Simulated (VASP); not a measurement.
**Al3GaSb4: single point with PBE**

Crystal: Al3GaSb4.

```xyz
8
Lattice="4.4054 0.0000 0.0000 0.0000 4.4054 0.0000 0.0000 0.0000 12.4130" Properties=species:S:1:pos:R:3 pbc="T T T"
Al    2.2027    2.2027    3.0970
Al    0.0000    0.0000    6.2065
Al    2.2027    2.2027    9.3161
Ga    0.0000    0.0000    0.0000
Sb    2.2027    0.0000    4.6517
Sb    0.0000    2.2027    7.7613
Sb    2.2027    0.0000   10.8649
Sb    0.0000    2.2027    1.5482
```

- Program: VASP 6.6.1
- Task: single point
- Functional: PBE
- Potentials or basis: VASP PAW PBE potentials, release 64 (Al, Ga_d, Sb)
- Cutoff: 520 eV
- k mesh: 6 × 6 × 4
- Occupations: gaussian, width 0.02 eV
- Spin: no spin polarisation

The pressure is 0.2 GPa, the largest force is 0.005 eV/Å and the band gap on the k mesh is 0.74 eV.

Forces in eV/Å, atoms in the order of the input:
```
Al   0.000  0.000  0.004
Al   0.000  0.000  0.000
Al   0.000  0.000 -0.004
Ga   0.000  0.000  0.000
Sb   0.000  0.000  0.003
Sb   0.000  0.000 -0.003
Sb   0.000  0.000  0.005
Sb   0.000  0.000 -0.005
```

Levels at points of the mesh, in eV from the valence-band top:
| k point | band 18 | band 19 | band 20 | band 21 | band 22 | band 23 | band 24 | band 25 |
| --- | --- | --- | --- | --- | --- | --- | --- | --- |
| (0.00, 0.00, 0.00) | -1.37 | -0.01 | -0.01 | 0.00 | 0.74 | 1.27 | 1.38 | 1.58 |
| (0.50, 0.00, 0.00) | -0.96 | -0.93 | -0.90 | -0.90 | 0.76 | 1.20 | 2.30 | 2.38 |
| (0.50, 0.50, 0.00) | -2.18 | -2.18 | -2.18 | -2.16 | 1.15 | 1.29 | 1.29 | 1.51 |
| (0.00, 0.00, 0.50) | -0.62 | -0.62 | -0.50 | -0.50 | 1.06 | 1.29 | 1.78 | 1.96 |
| (0.50, 0.00, 0.50) | -1.01 | -1.00 | -0.98 | -0.91 | 1.51 | 1.98 | 1.99 | 2.05 |
| (0.50, 0.50, 0.50) | -2.47 | -2.47 | -2.45 | -2.45 | 1.99 | 2.09 | 2.09 | 2.30 |

It took 2.9 min on 1 thread of Intel(R) Xeon(R) Platinum 8259CL CPU @ 2.50GHz (Skylake/Cascade Lake) (shared host), peak memory 0.48 GiB.

Caveat: spin-orbit coupling is left out, which moves the levels of the heavy elements. A k mesh can miss the band edges.
